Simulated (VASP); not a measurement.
Wanted: the native input for a VASP 6.6.1 run.

- Task: single point
- Functional: PBE
- Dispersion: D3(BJ)
- Potentials or basis: VASP PAW PBE potentials, release 64 (Si)
- Cutoff: 520 eV
- k mesh: 16 × 16 × 16
- Occupations: gaussian, width 0.15 eV
- Spin: no spin polarisation
- Dipole correction: no
- Further INCAR settings: ALGO = Fast; EDIFF = 1e-06; NBANDS = 26

The structure of Si lies in POSCAR:

```
Si
1.0
    0.0000000000      0.0000000000     -5.2382845215
   -3.2391234626     -3.2391234626     -2.6191422607
   -3.2391234626      3.2391234626     -2.6191422607
Si
8
Direct
    0.4345094323      0.5000000000      0.6309811354
    0.5000000000      0.5000000000      0.0000000000
    0.0000000000      0.5000000000      0.5000000000
    0.5000000000      0.0000000000      0.5000000000
    0.0000000000      0.5000000000      0.0000000000
    0.5000000000      0.0000000000      0.0000000000
    0.0000000000      0.0000000000      0.5000000000
    0.0000000000      0.0000000000      0.0000000000
```

This cell differs from its parent crystal: atom 1 (Si) moved -0.600 Å along Cartesian [1 -1 0].

The input as run:

INCAR

```
ALGO = Fast ; EDIFF = 1E-6
ENCUT = 520 ; GGA = PE
ISIF = 2 ; ISMEAR = 0
IVDW = 12 ; LASPH = T
LCHARG = T ; LELF = T
LREAL = F ; LVHAR = T
LWAVE = F ; NBANDS = 26
NELM = 100 ; PREC = Accurate
SIGMA = 0.15
```

KPOINTS

```
k-points
0
Gamma
  16 16 16
```

Potentials or basis: VASP PAW PBE potentials, release 64 (Si).

Run with:

```sh
$ cat potpaw_PBE.64/Si/POTCAR > POTCAR
$ mpirun -np 1 vasp_std > vasp.out
```

It gave:

```json
{
 "Pressure": "5.8 GPa",
 "Largest force": "5.207 eV/Å",
 "Band gap on the k mesh": "zero (bands 16 and 17 overlap by 2.45 eV)",
 "Dispersion energy per atom": "-0.452 eV"
}
```

Caveat: the cell differs from its parent crystal (atom 1 (Si) moved -0.600 Å along Cartesian [1 -1 0]); the cell stands under pressure; forces of over 1 eV/Å act on the atoms, so gaps and moduli don't describe the material at rest.

It took 28 min on 1 thread of Oxide Virtual Turin-like Processor, on a shared host, peak memory 1.1 GiB.
